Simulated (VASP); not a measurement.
The system is LaAl2Si2.

```
Al La Si
1.0
     4.23490    0.00000    0.00000
    -2.11745    3.66753    0.00000
     0.00000    0.00000    7.07373
Al La Si
2 1 2
Direct
  0.33333 0.66667 0.63506
  0.66667 0.33333 0.36494
  0.00000 0.00000 0.00000
  0.33333 0.66667 0.27498
  0.66667 0.33333 0.72502
```

| Quantity | Value |
| --- | --- |
| Program | VASP 6.6.1 |
| Task | relaxation of cell and atoms |
| Functional | PBEsol |
| Potentials or basis | VASP PAW PBE potentials, release 64 (Al, La, Si) |
| Cutoff | 500 eV |
| k mesh | 9 × 9 × 6 |
| Occupations | gaussian, width 0.05 eV |
| Spin | no spin polarisation |

At the start: pressure -2.3 GPa; volume 21.97 Å³/atom.

Problem. Where does the relaxation end?

Solution. Over 12 steps the energy falls by 7.2 meV/atom and the volume is 21.26 Å³/atom (-3.2 %); space group P-3m1 (No. 164, to 0.1 Å) before and after.

The path:
```
step  energy change (eV)  largest force (eV/Å)  pressure (GPa)  volume (Å³)
   1              0.0000                0.1669           -2.35       109.87
   2             -0.0232                0.2480            1.37       104.82
   3             -0.0288                0.2228            0.17       106.32
   4             -0.0334                0.1181            0.12       106.28
   5             -0.0351                0.0869            0.03       106.20
   6             -0.0357                0.0210            0.05       106.22
   7             -0.0361                0.0109           -0.03       106.35
   8             -0.0361                0.0121           -0.03       106.35
   9             -0.0361                0.0108            0.03       106.28
  10             -0.0361                0.0107            0.03       106.28
  11             -0.0361                0.0061            0.02       106.30
  12             -0.0361                0.0019            0.01       106.32
```

Final structure:
```
CELL_PARAMETERS angstrom
4.21078 0.00000 0.00000
-2.10539 3.64664 0.00000
0.00000 0.00000 6.92391
ATOMIC_POSITIONS crystal
Al 0.33333 0.66667 0.63712
Al 0.66667 0.33333 0.36288
La 0.00000 0.00000 0.00000
Si 0.33333 0.66667 0.27067
Si 0.66667 0.33333 0.72933
```

Caveat: the PAW data sets were made with another functional, which shifts forces and pressure a little.
